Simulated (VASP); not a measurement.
# MgTe (P6_3mc) in VASP: relaxation of the atoms with PBEsol

Aim: the relaxation of the atoms of MgTe with PBEsol.

Everything below comes from runs of VASP 6.6.1. Logs are shortened: lines on timing, memory, paths and dates and some standing lists are left out, and cuts for length are marked.

## (1) The cell of the first run

The structure is hexagonal, space group P6_3mc (No. 186). The conventional cell has a = 4.559 Å, b = 4.559 Å, c = 7.417 Å, α = 90.00°, β = 90.00°, γ = 120.00°. Within 3.7 Å of Mg (site symmetry 3m) lie 4 Te at 2.79 Å. Te (site symmetry 3m) has 4 Mg at 2.79 Å within 3.7 Å.

## (2) Relaxation of the atoms, PBEsol

Contents of INCAR:

```
PREC = Accurate
ENCUT = 520
EDIFF = 1E-7
ISMEAR = 0
SIGMA = 0.05
LREAL = F
LASPH = T
NELM = 120
ALGO = Normal
ISIF = 2
LWAVE = F
LCHARG = F
GGA = PS
IBRION = 2
NSW = 60
EDIFFG = -0.001
GGA_COMPAT = F
NELMIN = 4
```

Contents of KPOINTS:

```
regular mesh
0
Gamma
  8 8 6
```

Contents of POSCAR:

```
MgTe
1.0
    4.5592725291      0.0000000000      0.0000000000
   -2.2796362645      3.9484458329      0.0000000000
    0.0000000000      0.0000000000      7.4174142040
Mg Te
2 2
Direct
    0.6666666667      0.3333333333      0.0008961874
    0.3333333333      0.6666666667      0.5008961874
    0.6666666667      0.3333333333      0.6243038126
    0.3333333333      0.6666666667      0.1243038126
```

Potentials or basis: VASP PAW PBE potentials, release 64 (Mg, Te).

On the command line:

```bash
$ cat potpaw_PBE.64/Mg/POTCAR potpaw_PBE.64/Te/POTCAR > POTCAR
$ mpirun -np 1 vasp_std > vasp.out
```

OUTCAR:

```text
PREC = Accurate
   ENCUT = 520
   EDIFF = 1E-7
   ISMEAR = 0
   LREAL = F
   LASPH = T
   NELM = 120
   ISIF = 2
   GGA = PS
   IBRION = 2
   NSW = 60
   EDIFFG = -0.001
   NELMIN = 4

 ion  position               nearest neighbor table
   1  0.667  0.333  0.001-   4 2.79   4 2.79   4 2.79   3 2.79
   2  0.333  0.667  0.501-   3 2.79   3 2.79   3 2.79   4 2.79
   3  0.667  0.333  0.624-   2 2.79   2 2.79   2 2.79   1 2.79
   4  0.333  0.667  0.124-   1 2.79   1 2.79   1 2.79   2 2.79

  LATTYP: Found a hexagonal cell.
 ALAT       =     4.5592725291
 C/A-ratio  =     1.6268854640

  Lattice vectors:

 A1 = (   4.5592725291,   0.0000000000,   0.0000000000)
 A2 = (  -2.2796362645,   3.9484458329,   0.0000000000)
 A3 = (   0.0000000000,   0.0000000000,   7.4174142040)

Analysis of symmetry for initial positions (statically):
=====================================================================
 Subroutine PRICEL returns:
 Original cell was already a primitive cell.

 Routine SETGRP: Setting up the symmetry group for a
 hexagonal supercell.

 Subroutine GETGRP returns: Found 12 space group operations
 (whereof  6 operations were pure point group operations)
 out of a pool of 24 trial point group operations.

The static configuration has the point symmetry C_3v.
 The point group associated with its full space group is C_6v.

Analysis of symmetry for dynamics (positions and initial velocities):
=====================================================================
 Subroutine PRICEL returns:
 Original cell was already a primitive cell.

 Routine SETGRP: Setting up the symmetry group for a
 hexagonal supercell.

 Subroutine GETGRP returns: Found 12 space group operations
 (whereof  6 operations were pure point group operations)
 out of a pool of 24 trial point group operations.

The dynamic configuration has the point symmetry C_3v.
 The point group associated with its full space group is C_6v.

 Subroutine INISYM returns: Found 12 space group operations
 (whereof  6 operations are pure point group operations),
 and found     1 'primitive' translations

----------------------------------------------------------------------------------------

                                     Primitive cell

  volume of cell :     133.5286

  direct lattice vectors                    reciprocal lattice vectors
     4.559272529  0.000000000  0.000000000     0.219333237  0.126632103  0.000000000
    -2.279636265  3.948445833  0.000000000     0.000000000  0.253264206  0.000000000
     0.000000000  0.000000000  7.417414204     0.000000000  0.000000000  0.134817872

  length of vectors
     4.559272529  4.559272529  7.417414204     0.253264206  0.253264206  0.134817872

  position of ions in fractional coordinates (direct lattice)
     0.666666667  0.333333333  0.000896187
     0.333333333  0.666666667  0.500896187
     0.666666667  0.333333333  0.624303813
     0.333333333  0.666666667  0.124303813

  ion indices of the primitive-cell ions
   primitive index   ion index
                 1           1
                 2           2
                 3           3
                 4           4

----------------------------------------------------------------------------------------

 KPOINTS: regular mesh

Automatic generation of k-mesh.
 Grid dimensions read from file:
 generate k-points for:    8    8    6

 Generating k-lattice:

  Cartesian coordinates                     Fractional coordinates (reciprocal lattice)
     0.027416655  0.015829013  0.000000000     0.125000000  0.000000000  0.000000000
     0.000000000  0.031658026  0.000000000     0.000000000  0.125000000  0.000000000
     0.000000000  0.000000000  0.022469645     0.000000000  0.000000000  0.166666667

  Length of vectors
     0.031658026  0.031658026  0.022469645

  Shift w.r.t. Gamma in fractional coordinates (k-lattice)
     0.000000000  0.000000000  0.000000000

 Subroutine IBZKPT returns following result:
 ===========================================

 Found     40 irreducible k-points:

 Following reciprocal coordinates:
            Coordinates               Weight
  0.000000  0.000000  0.000000      1.000000
  0.125000  0.000000  0.000000      6.000000
  0.250000  0.000000  0.000000      6.000000
  0.375000  0.000000  0.000000      6.000000
  0.500000  0.000000  0.000000      3.000000
  0.125000  0.125000  0.000000      6.000000
[... 16 lines left out ...]
  0.250000  0.000000  0.333333     12.000000
  0.375000  0.000000  0.333333     12.000000
 [... further k-points ...]
   k-points           NKPTS =     40   k-points in BZ     NKDIM =     40   number of bands    NBANDS=     12
   number of dos      NEDOS =    301   number of ions     NIONS =      4
   total plane-waves  NPLWV =  72576
   dimension x,y,z NGX =    36 NGY =   36 NGZ =   56
   dimension x,y,z NGXF=    72 NGYF=   72 NGZF=  112
   ions per type =               2   2
   NGX,Y,Z   is equivalent  to a cutoff of  13.13, 13.13, 12.55 a.u.
   NGXF,Y,Z  is equivalent  to a cutoff of  26.25, 26.25, 25.10 a.u.
 SYSTEM =  unknown system
   PREC   = accura    normal or accurate (medium, high low for compatibility)
   ISTART =      0    job   : 0-new  1-cont  2-samecut
   ICHARG =      2    charge: 1-file 2-atom 10-const
   ISPIN  =      1    spin polarized calculation?
   LNONCOLLINEAR =      F non collinear calculations
   LSORBIT =      F    spin-orbit coupling
   LASPH  =      T    aspherical Exc in radial PAW
   ENCUT  =  520.0 eV  38.22 Ry    6.18 a.u.   8.48  8.48 13.79*2*pi/ulx,y,z
   NELM   =    120;   NELMIN=  4; NELMDL= -5     # of ELM steps
   EDIFF  = 0.1E-06   stopping-criterion for ELM
   LREAL  =      F    real-space projection
   EDIFFG = -.1E-02   stopping-criterion for IOM
   NSW    =     60    number of steps for IOM
   IBRION =      2    ionic relax: 0-MD 1-quasi-New 2-CG
   NFREE  =      1    steps in history (QN), initial steepest desc. (CG)
   ISIF   =      2    stress and relaxation
   ISYM   =      2    0-nonsym 1-usesym 2-fastsym
   POTIM  = 0.5000    time-step for ionic-motion
   TEBEG  =    0.0;   TEEND  =   0.0 temperature during run
   PSTRESS=    0.0 pullay stress
   NELECT =      16.0000    total number of electrons
   NUPDOWN=      -1.0000    fix difference up-down
   EMIN   =  10.00;   EMAX   =-10.00  energy-range for DOS
   EFERMI =   0.00;   METHOD = LEGACY
   ISMEAR =     0;   SIGMA  =   0.05  broadening in eV -4-tet -1-fermi 0-gaus
   EFERMI_NEDOS =   21; number of points for ismear=-14 and -15
   IALGO  =     38    algorithm
   IMIX   =      4    mixing-type and parameters
     AMIX     =   0.40;   BMIX     =  1.00
     AMIX_MAG =   1.60;   BMIX_MAG =  1.00
  volume/ion in A,a.u.               =      33.38       225.27
  Fermi-wavevector in a.u.,A,eV,Ry     =   0.807093  1.525184  8.862816  0.651399
  Thomas-Fermi vector in A             =   1.915647
   LORBIT       =      0    0 simple, 1 ext, 2 COOP (PROOUT), +10 PAW based schemes
   GGA     = PS    functional components
   LHFCALC =     F    Hartree Fock is set to
   AEXX    =    0.0000 exact exchange contribution
   IVDW    =     0    specifies the selected vdW correction
   LEPSILON=     F    determine dielectric tensor
   LRPA    =     F    only Hartree local field effects (RPA)
 conjugate gradient relaxation of ions
 non-spin polarized calculation
 Gauss-broadening in eV      SIGMA  =   0.05
  energy-cutoff  :      520.00
  volume of cell :      133.53
 maximum number of plane-waves:      3652
 NGX is ok and might be reduce to    36
   NGX = 17   NGY = 17   NGZ = 27

 number of electron      16.0000001 magnetization

 Free energy of the ion-electron system (eV)
  ---------------------------------------------------
  ext. energy  EPLUGINS =         0.00000000
  ---------------------------------------------------
  free energy    TOTEN  =       -13.79246004 eV

  energy without entropy =      -13.79246004  energy(sigma->0) =      -13.79246004

 E-fermi :   2.0950     XC(G=0):  -8.0342

 val. band max:        1.8862432433   @ k =   0.0000   0.0000   0.0000
 cond. band min:       4.2799446900   @ k =   0.0000   0.0000   0.0000
 fundamental gap:      2.3937014467
 Fermi energy:         2.0949624814

 k-point     1 :       0.0000    0.0000    0.0000
  band No.  band energies     occupation
      1      -8.3988      2.00000
      2      -7.7811      2.00000
      3      -1.4238      2.00000
      4       1.3834      2.00000
      5       1.3834      2.00000
      6       1.8745      2.00000
      7       1.8745      2.00000
      8       1.8862      2.00000
      9       4.2799      0.00000
     10       4.8091      0.00000
     11       7.1275      0.00000
     12       7.1275      0.00000

 k-point     2 :       0.1250    0.0000    0.0000
  band No.  band energies     occupation
      1      -8.3308      2.00000
      2      -7.7434      2.00000
      3      -1.3232      2.00000
      4       0.8267      2.00000
      5       1.2380      2.00000
      6       1.2494      2.00000
      7       1.8140      2.00000
      8       1.8165      2.00000
      9       4.9109      0.00000
     10       5.3554      0.00000
     11       6.8394      0.00000
     12       7.3634      0.00000

 k-point     3 :       0.2500    0.0000    0.0000
  band No.  band energies     occupation
      1      -8.1488      2.00000
      2      -7.6565      2.00000
      3      -1.0625      2.00000
      4      -0.0975      2.00000
      5       0.2818      2.00000
      6       0.9518      2.00000
      7       1.5688      2.00000
      8       1.6566      2.00000
      9       5.4707      0.00000
     10       5.6527      0.00000
     11       6.8168      0.00000
     12       7.4072      0.00000
[... 286 lines left out ...]
 k-point    23 :       0.2500    0.0000    0.3333
  band No.  band energies     occupation
      1      -8.0369      2.00000
      2      -7.7920      2.00000
      3      -0.8333      2.00000
      4      -0.2403      2.00000
      5       0.4203      2.00000
      6       1.1035      2.00000
      7       1.3023      2.00000
      8       1.4516      2.00000
      9       5.3828      0.00000
     10       5.9042      0.00000
     11       6.5194      0.00000
     12       7.3227      0.00000

 k-point    24 :       0.3750    0.0000    0.3333
  band No.  band energies     occupation
      1      -7.8438      2.00000
      2      -7.6768      2.00000
      3      -1.1815      2.00000
      4      -0.8949      2.00000
      5       0.3958      2.00000
      6       0.8822      2.00000
      7       1.2273      2.00000
      8       1.2648      2.00000
      9       4.9718      0.00000
     10       5.4118      0.00000
     11       6.2842      0.00000
     12       6.8963      0.00000

 [... further k-points ...]

------------------------ aborting loop because EDIFF is reached ----------------------------------------

  FORCE on cell =-STRESS in cart. coord.  units (eV):
  Direction    XX          YY          ZZ          XY          YZ          ZX
  --------------------------------------------------------------------------------------
  -------------------------------------------------------------------------------------
  Total        0.0380330      0.0380330      0.0101784      0.0000000      0.0000000      0.0000000
  in kB        0.4563486      0.4563486      0.1221284      0.0000000      0.0000000      0.0000000
  external PRESSURE =       0.3449418 kB  Pullay stress =       0.0000000 kB

 VOLUME and BASIS-vectors are now :
 -----------------------------------------------------------------------------
  energy-cutoff  :      520.00
  volume of cell :      133.53
      direct lattice vectors                 reciprocal lattice vectors
     4.559272529  0.000000000  0.000000000     0.219333237  0.126632103  0.000000000
    -2.279636265  3.948445833  0.000000000     0.000000000  0.253264206  0.000000000
     0.000000000  0.000000000  7.417414204     0.000000000  0.000000000  0.134817872

 POSITION                                       TOTAL-FORCE (eV/Angst)
 -----------------------------------------------------------------------------------
      2.27964      1.31615      0.00665         0.000000      0.000000     -0.000632
     -0.00000      2.63230      3.71535         0.000000      0.000000     -0.000632
      2.27964      1.31615      4.63072         0.000000     -0.000000      0.000632
     -0.00000      2.63230      0.92201        -0.000000      0.000000      0.000632
 -----------------------------------------------------------------------------------
    total drift:                                0.000000      0.000000      0.000504

  FREE ENERGIE OF THE ION-ELECTRON SYSTEM (eV)
  ---------------------------------------------------
  free  energy   TOTEN  =       -13.7924600373 eV

  energy  without entropy=      -13.7924600373  energy(sigma->0) =      -13.79246004

 reached required accuracy - stopping structural energy minimisation
```

Wall time 53 s (1 thread of Intel Xeon Platinum 8488C (Sapphire Rapids), shared host); peak memory 0.28 GiB.

Results:

```
Free energy             : -13.7925 eV
Pressure after relaxing : 0.0 GPa
Band gap on the k mesh  : 2.39 eV
```

Final structure:
```
Mg Te
1.0
     4.55927    0.00000    0.00000
    -2.27964    3.94845    0.00000
     0.00000    0.00000    7.41741
Mg Te
2 2
Direct
  0.66667 0.33333 0.00090
  0.33333 0.66667 0.50090
  0.66667 0.33333 0.62430
  0.33333 0.66667 0.12430
```

Caveat: the relaxation stopped at its first step, so nothing moved; the PAW data sets were made with another functional, which shifts forces and pressure a little; spin-orbit coupling is left out, which moves the levels of the heavy elements. A k mesh can miss the band edges.
